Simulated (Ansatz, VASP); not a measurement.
Two plane-wave programs on Au

The input INCAR:

```
SYSTEM = Au
ALGO = Normal
EDIFF = 1E-6
ENCUT = 500
GGA = PE
GGA_COMPAT = .FALSE.
ISIF = 2
ISMEAR = 0
LASPH = .TRUE.
LCHARG = .FALSE.
LREAL = .FALSE.
LWAVE = .FALSE.
NBANDS = 12
NELM = 120
PREC = Accurate
SIGMA = 0.05
```

Contents of KPOINTS:

```
k-points
0
G
  18 18 18
  0 0 0
```

The input POSCAR:

```
Au
1.0
   -1.6529778154      1.6529778154      1.6529778154
    1.6529778154     -1.6529778154      1.6529778154
    1.6529778154      1.6529778154     -1.6529778154
Au
1
Direct
    0.0000000000      0.0000000000      0.0000000000
```

Input for Ansatz:

```yaml
crystal:
  lattice:
    - [-1.6529778154, 1.6529778154, 1.6529778154]
    - [1.6529778154, -1.6529778154, 1.6529778154]
    - [1.6529778154, 1.6529778154, -1.6529778154]
  atoms:
    - { symbol: Au, position: [0.0, 0.0, 0.0] }
basis:
  ecutwfc: 600
  ecutrho_ratio: 5
kpoints:
  mp_grid: { grid: [18, 18, 18] }
hamiltonian:
  xc: pbe
scf:
  occupations: { method: gaussian, width: 0.05 }
output:
  forces: true
  stress: true
  eigenvalues: true
```

Alike in both runs: task single point; functional PBE; k mesh 18 × 18 × 18; occupations gaussian, width 0.05 eV; no spin polarisation.

```csv
,VASP,Ansatz
version,VASP 6.6.1,Ansatz 0.2.0
potentials or method,"VASP PAW PBE potentials, release 64 (Au), cutoff 500 eV","scalar-relativistic, plane waves, PAW"
valence electrons in the cell,11,19
```

VASP gave:

```
gap on the k mesh at the Fermi level (eV) : none
pressure (GPa)                            : -0.8
```

**Question.** Which values does Ansatz return?

**Answer.** gap on the k mesh at the Fermi level (eV): none; pressure (GPa): -0.6.

A gap of «none» marks a metal or a gap that the smearing closes. VASP's potentials hold 11 valence electrons a cell and Ansatz's 19, so a difference there can come from the potentials and not from the codes.

Spin-orbit coupling is off throughout.
